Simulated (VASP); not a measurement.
Write the native input for VASP 6.6.1 that does the following.

```yaml
Task: single point
Functional: PBE
Potentials_or_basis: VASP PAW PBE potentials, release 64 (Al, N)
Cutoff: 520 eV
k_mesh: 10 × 10 × 10
Occupations: fermi-dirac, width 0.02 eV
Spin: no spin polarisation
Dipole_correction: no
Further_INCAR_settings: ALGO = Normal; EDIFF = 1e-07; NBANDS = 11
```

The structure of AlN lies in POSCAR:

```
AlN
1.0
   -0.0578990474      2.1925236575      2.1925236575
    2.1925236575     -0.0578990474      2.1925236575
    2.1925236575      2.1925236575     -0.0578990474
Al N
1 1
Direct
   -0.0015609321     -0.0015609321     -0.0015609321
    0.2515609321      0.2515609321      0.2515609321
```

This cell differs from its parent crystal: epitaxial 111 strain +3.0%.

These files were run (other wordings do the same):

INCAR

```
SYSTEM = AlN
PREC     = Accurate       ! precision mode
ENCUT    = 520            ! plane-wave cutoff, eV
EDIFF    = 1E-7           ! SCF threshold, eV
ISMEAR   = -1             ! smearing method
SIGMA    = 0.02           ! smearing width, eV
LREAL    = .False.        ! projectors in reciprocal space
LASPH    = .True.         ! aspherical terms in the spheres
NELM     = 60             ! most SCF steps
ALGO     = Normal         ! electronic algorithm
ISIF     = 2              ! what is computed and relaxed
LWAVE    = .False.        ! write WAVECAR
LCHARG   = .False.        ! write CHGCAR
GGA      = PE             ! functional
NBANDS   = 11             ! bands
```

KPOINTS

```
regular mesh
0
Gamma
  10 10 10
  0 0 0
```

Potentials or basis: VASP PAW PBE potentials, release 64 (Al, N).

Launch:

```bash
$ cat potpaw_PBE.64/Al/POTCAR potpaw_PBE.64/N/POTCAR > POTCAR
$ mpirun -np 1 vasp_std > vasp.out
```

Results of the run:

```yaml
Pressure: -5.0 GPa
Largest_force: 0.034 eV/Å
Band_gap_on_the_k_mesh: 3.08 eV, indirect (least direct gap 3.52 eV)
```

Caveat: the cell differs from its parent crystal (epitaxial 111 strain +3.0%).

Wall time 8.8 s on 1 thread of Intel(R) Xeon(R) 6975P-C (Granite Rapids) (shared host), peak memory 0.15 GiB.
